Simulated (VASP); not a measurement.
Runs of VASP 6.6.1 on HfC. The structure is that of space group Immm (No. 71), or close to it. The cells are those of the table. 

```csv
cell,gap on the mesh (eV),pressure (GPa)
"a = 3.293, b = 3.041 Å, angles 62.5, 64.9, 62.5°, 2 atoms",none,-5.6
"a = 3.291, b = 3.473 Å, angles 58.1, 56.3, 58.1°, 2 atoms",none,(a)
"a = 3.290, b = 3.442 Å, angles 58.5, 56.9, 58.5°, 2 atoms",none,-6.5
"a = 3.292, b = 3.504 Å, angles 57.8, 55.6, 57.8°, 2 atoms",none,-6.0
```

Alike in all rows: task single point; level PBEsol; potentials or basis VASP PAW PBE potentials, release 64 (Hf_pv, C); no spin polarisation; k mesh 18 × 18 × 18; cutoff (eV) 520; smearing gaussian 0.15 eV.

Q: Fill in the values left out.

A: (a) -6.2.

Caveats: the PAW data sets were made with another functional, which shifts forces and pressure a little; spin-orbit coupling is left out, which moves the levels of the heavy elements.

A k mesh can miss the band edges, and the runs leave out spin-orbit coupling on Hf.

A gap of «none» marks levels without a gap at the run's occupations.
